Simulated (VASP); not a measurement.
# Ru: relaxation of cell and atoms with PBEsol

Crystal: Ru.

```
Ru
1.0
     4.23980    0.00000    0.00000
    -2.11990    3.67177    0.00000
     0.00000    0.00000    2.62803
Ru
3
Direct
  0.00000 0.00000 0.00000
  0.33333 0.66667 0.50000
  0.66667 0.33333 0.50000
```

This isn't the form of Ru at room conditions, which is hcp.

```json
{"Program": "VASP 6.6.1", "Task": "relaxation of cell and atoms", "Functional": "PBEsol", "Potentials or basis": "VASP PAW PBE potentials, release 64 (Ru_pv)", "Cutoff": "600 eV", "k mesh": "12 × 12 × 16", "Occupations": "gaussian, width 0.1 eV", "Spin": "no spin polarisation", "Dipole correction": "no", "Further INCAR settings": "ALGO = Fast; EDIFF = 1e-06; IBRION = 2; EDIFFG = -0.01; NSW = 80; ISIF = 3"}
```

- Relaxed volume: 13.64 Å³/atom
- Relaxed cell: a = 4.222 Å, b = 4.222 Å, c = 2.651 Å, α = 90.00°, β = 90.00°, γ = 120.00°
- Space group after relaxing (to 0.1 Å): P6/mmm (No. 191)
- Energy gained by relaxing: 2.2 meV/atom
- Ionic steps: 5
- Pressure after relaxing: 0.1 GPa
- Band gap on the k mesh: zero (bands 21 and 22 overlap by 2.56 eV)

The path:
```
step  energy change (eV)  largest force (eV/Å)  pressure (GPa)  volume (Å³)
   1              0.0000                0.0000           -0.13        40.91
   2             -0.0008                0.0000            1.13        40.84
   3             -0.0066                0.0000            0.42        40.88
   4             -0.0062                0.0000           -1.04        41.07
   5             -0.0067                0.0000            0.07        40.93
```

Final structure:
```
Ru
1.0
     4.22212    0.00000    0.00000
    -2.11106    3.65646    0.00000
     0.00000    0.00000    2.65111
Ru
3
Direct
  0.00000 0.00000 0.00000
  0.33333 0.66667 0.50000
  0.66667 0.33333 0.50000
```

Levels at points of the mesh, in eV from the Fermi level:
| k point | band 19 | band 20 | band 21 | band 22 | band 23 | band 24 |
| --- | --- | --- | --- | --- | --- | --- |
| (0.00, 0.00, 0.00) | -2.20 | -1.48 | -1.48 | -1.37 | -1.37 | 1.74 |
| (0.50, 0.00, 0.00) | -1.21 | -1.13 | 0.40 | 0.82 | 0.85 | 0.87 |
| (0.00, 0.00, 0.50) | -2.03 | 0.69 | 0.69 | 1.39 | 1.39 | 2.54 |
| (0.50, 0.00, 0.50) | -0.78 | -0.54 | 0.30 | 0.99 | 1.33 | 2.21 |

It took 15 min on 1 thread of Intel Xeon 8259CL (shared host), peak memory 0.31 GiB.

Caveat: the PAW data sets were made with another functional, which shifts forces and pressure a little.
